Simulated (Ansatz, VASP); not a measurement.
## Ta18N17: VASP beside Ansatz

```
Ta N
1.0
     7.76751    4.48457    0.00000
    -7.76751    4.48457    0.00000
     0.00000    0.00000    5.79176
Ta N
18 17
Direct
  0.00287 0.00104 0.99984
  0.33615 0.66768 0.99984
  0.65783 0.32852 0.99986
  0.99899 0.66496 0.25064
  0.33388 0.33472 0.24954
  0.66790 0.00091 0.25010
  0.99900 0.33324 0.25064
  0.33388 0.99838 0.24953
  0.66789 0.66619 0.25009
  0.00489 0.00206 0.49984
  0.33661 0.66791 0.49985
  0.65149 0.32535 0.49984
  0.99899 0.66496 0.74905
  0.33388 0.33472 0.75015
  0.66790 0.00091 0.74959
  0.99900 0.33324 0.74905
  0.33388 0.99838 0.75015
  0.66789 0.66619 0.74960
  0.12987 0.86576 0.99984
  0.46583 0.53591 0.99985
  0.79588 0.20276 0.99986
  0.07186 0.53554 0.99985
  0.39619 0.19771 0.99984
  0.74068 0.86995 0.99984
  0.12987 0.26332 0.99984
  0.46584 0.92915 0.99985
  0.79586 0.59232 0.99985
  0.13500 0.86916 0.49984
  0.79558 0.20558 0.49984
  0.07348 0.53634 0.49985
  0.46617 0.53311 0.49985
  0.73968 0.86944 0.49984
  0.13500 0.26506 0.49984
  0.46618 0.93227 0.49984
  0.79557 0.58921 0.49984
```

Alike in both runs: functional PBEsol; k mesh 2 × 2 × 3; occupations methfessel-paxton of order 1, width 0.1 eV; no spin polarisation.

Ansatz relaxed the structure, and its values are those at the end. VASP's run is a single point on that final structure, the one shown.

|  | VASP | Ansatz |
| --- | --- | --- |
| version | VASP 6.6.1 | Ansatz 0.2.0 |
| potentials or method | VASP PAW PBE potentials, release 64 (Ta_pv, N), cutoff 520 eV | plane-wave PAW DFT |
| valence electrons in the cell | 283 | 319 |

Ansatz gave:

```
rms of the force components (eV/Å) : 0.005
```

Q: Which values does VASP return?

A: rms of the force components (eV/Å): 0.010.

VASP's potentials were made for PBE, not for PBEsol, and Ansatz warns of the same on its side. The functional is the same, so the differences come from potentials, cutoffs and numerics. VASP's potentials hold 283 valence electrons a cell and Ansatz's 319, so a difference there can come from the potentials and not from the codes.

The k mesh is coarse, so the values compare programs but aren't converged. Spin-orbit coupling is off throughout.
